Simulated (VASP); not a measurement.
The system is Li3Be2NbP4.

```
Li Be Nb P
1.0
     3.30812    0.00000    0.00000
     0.00000    3.30812    0.00000
     0.00000    0.00000   13.17405
Li Be Nb P
3 2 1 4
Cartesian
  0.0000 0.0000 6.5870
  0.0000 0.0000 0.0000
  1.6541 1.6541 6.5870
  1.6541 0.0000 9.8442
  0.0000 1.6541 3.3299
  1.6541 1.6541 0.0000
  0.0000 1.6541 11.7663
  1.6541 0.0000 5.1645
  1.6541 0.0000 1.4077
  0.0000 1.6541 8.0095
```

The cell was generated, and may not be a known phase.

| Property | Result |
| --- | --- |
| Program | VASP 6.6.1 |
| Task | relaxation of cell and atoms |
| Functional | PBE |
| Potentials or basis | VASP PAW PBE potentials, release 64 (Li_sv, Be, Nb_sv, P) |
| Cutoff | 600 eV |
| k mesh | 6 × 6 × 2 |
| Occupations | gaussian, width 0.1 eV |
| Spin | no spin polarisation |

At the start: pressure 22.2 GPa; volume 14.42 Å³/atom.

Problem. How do energy, volume and symmetry change on relaxing?

Solution. Over 60 steps the energy falls by 898.0 meV/atom and the volume is 14.81 Å³/atom (+2.7 %); space group P-4m2 (No. 115, to 0.1 Å) before and after.

Step by step:
| step | energy change (eV) | largest force (eV/Å) | pressure (GPa) | volume (Å³) |
| --- | --- | --- | --- | --- |
| 1 | 0.0000 | 6.9828 | 22.22 | 144.17 |
| 3 | -4.0254 | 2.3736 | -4.77 | 175.12 |
| 5 | -8.2249 | 1.8410 | 2.73 | 146.26 |
| 7 | -8.2319 | 1.9929 | 2.07 | 146.90 |
| 9 | -8.3286 | 1.1280 | 1.58 | 147.66 |
| 11 | -8.4524 | 0.3180 | -2.19 | 151.43 |
| 13 | -8.5441 | 0.0314 | 0.16 | 144.49 |
| 15 | -8.5489 | 0.1087 | 0.12 | 145.15 |
| 17 | -8.5499 | 0.0627 | -0.06 | 145.47 |
| 19 | -8.5516 | 0.0746 | 0.02 | 145.34 |
| 21 | -8.5611 | 0.1255 | 0.41 | 144.78 |
| 23 | -8.6043 | 0.2953 | 2.65 | 142.44 |
| 25 | -8.5988 | 0.2978 | 2.98 | 142.17 |
| 27 | -8.5987 | 0.2967 | 3.34 | 141.87 |
| 29 | -8.5989 | 0.2964 | 3.35 | 141.86 |
| 31 | -8.5996 | 0.2951 | 3.40 | 141.83 |
| 33 | -8.6012 | 0.2864 | 3.62 | 141.69 |
| 35 | -8.6013 | 0.2818 | 3.70 | 141.63 |
| 37 | -8.6068 | 0.2807 | 3.61 | 141.76 |
| 39 | -8.6303 | 0.2744 | 3.22 | 142.31 |
| 41 | -8.7036 | 0.3415 | 1.81 | 144.54 |
| 43 | -8.7595 | 0.7900 | -0.25 | 148.91 |
| 45 | -8.8421 | 0.3281 | -0.59 | 150.03 |
| 47 | -8.8498 | 0.7192 | -0.62 | 150.48 |
| 49 | -8.9426 | 0.3673 | -1.30 | 150.59 |
| 51 | -8.9562 | 0.2083 | -1.53 | 150.59 |
| 53 | -8.9739 | 0.1438 | 0.11 | 147.85 |
| 55 | -8.9765 | 0.1814 | -0.03 | 147.92 |
| 57 | -8.9793 | 0.0624 | 0.04 | 147.91 |
| 59 | -8.9797 | 0.0540 | 0.02 | 147.96 |
| 60 | -8.9800 | 0.0394 | -0.11 | 148.12 |

Final structure:
```xyz
10
Lattice="3.7477 0.0000 0.0000 0.0000 3.7477 0.0000 0.0000 0.0000 10.5463" Properties=species:S:1:pos:R:3 pbc="T T T"
Li    3.7477    3.7477    5.2731
Li    3.7477    3.7477    0.0000
Li    1.8738    1.8738    5.2731
Be    1.8738    3.7477    8.6903
Be    0.0000    1.8738    1.8559
Nb    1.8738    1.8738    0.0000
P     0.0000    1.8738    8.8762
P     1.8738    3.7477    3.7599
P     1.8738    3.7477    1.6701
P     0.0000    1.8738    6.7864
```

Caveat: the cutoff is under 1.25 times the usual one of these potentials, so pressure, stress and relaxed cells hold a basis-set (Pulay) error; a cell axis changed by over 15 % at a fixed basis, so the end point is rough.
